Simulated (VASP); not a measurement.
Set up this calculation in VASP 6.6.1, as the native input.

```yaml
Task: relaxation of cell and atoms
Functional: PBE
Potentials_or_basis: VASP PAW PBE potentials, release 64 (Li_sv, S)
Cutoff: 600 eV
k_mesh: 12 × 12 × 12
Occupations: gaussian, width 0.1 eV
Spin: no spin polarisation
Dipole_correction: no
Further_INCAR_settings: ALGO = Normal; EDIFF = 1e-06; IBRION = 2; EDIFFG = -0.01; NSW = 100; ISIF = 3
```

The structure of Li3S2 lies in POSCAR:

```
Li3S2
1.0
    3.7966403909      2.1919913517      2.0164960400
   -3.7966403909      2.1919913517      2.0164960400
    0.0000000000     -4.3839827034      2.0164960400
Li S
3 2
Direct
    0.0000000000      0.5000000000      0.0000000000
    0.0000000000      0.0000000000      0.5000000000
    0.5000000000      0.0000000000      0.0000000000
    0.7369299237      0.7369299237      0.7369299237
    0.2630700763      0.2630700763      0.2630700763
```

The cell was generated, and may not be a known phase.

These files were run (other wordings do the same):

INCAR

```
PREC     = Accurate       # precision mode
ENCUT    = 600            # plane-wave cutoff, eV
EDIFF    = 1E-6           # SCF threshold, eV
ISMEAR   = 0              # smearing method
SIGMA    = 0.1            # smearing width, eV
LREAL    = F              # projectors in reciprocal space
LASPH    = T              # aspherical terms in the spheres
NELM     = 80             # most SCF steps
ALGO     = Normal         # electronic algorithm
ISIF     = 3              # what is computed and relaxed
LWAVE    = F              # write WAVECAR
LCHARG   = F              # write CHGCAR
GGA      = PE             # functional
IBRION   = 2              # ionic algorithm
NSW      = 100            # ionic steps
EDIFFG   = -0.01          # ionic threshold
```

KPOINTS

```
regular mesh
0
Gamma
  12 12 12
```

Potentials or basis: VASP PAW PBE potentials, release 64 (Li_sv, S).

Command:

```console
$ cat potpaw_PBE.64/Li_sv/POTCAR potpaw_PBE.64/S/POTCAR > POTCAR
$ mpirun -np 1 vasp_std > vasp.out
```

It gave:

```yaml
Relaxed_volume: 20.21 Å³/atom
Relaxed_cell: a = 4.830 Å, b = 4.830 Å, c = 4.830 Å, α = 103.72°, β = 103.72°, γ = 103.72°
Space_group_after_relaxing_to_0.1_Å: R-3m (No. 166)
Energy_gained_by_relaxing: 0.0 meV/atom
Ionic_steps: 3
Pressure_after_relaxing: 0.0 GPa
Largest_force_after_relaxing: 0.003 eV/Å
Band_gap_on_the_k_mesh: zero (an odd number of electrons rules out a gap without spin polarisation)
```

Caveat: the cutoff is under 1.25 times the usual one of these potentials, so pressure, stress and relaxed cells hold a basis-set (Pulay) error.

Run time: 15 min on 1 thread of Intel Xeon 8259CL, with other jobs on the host, peak memory 0.44 GiB.
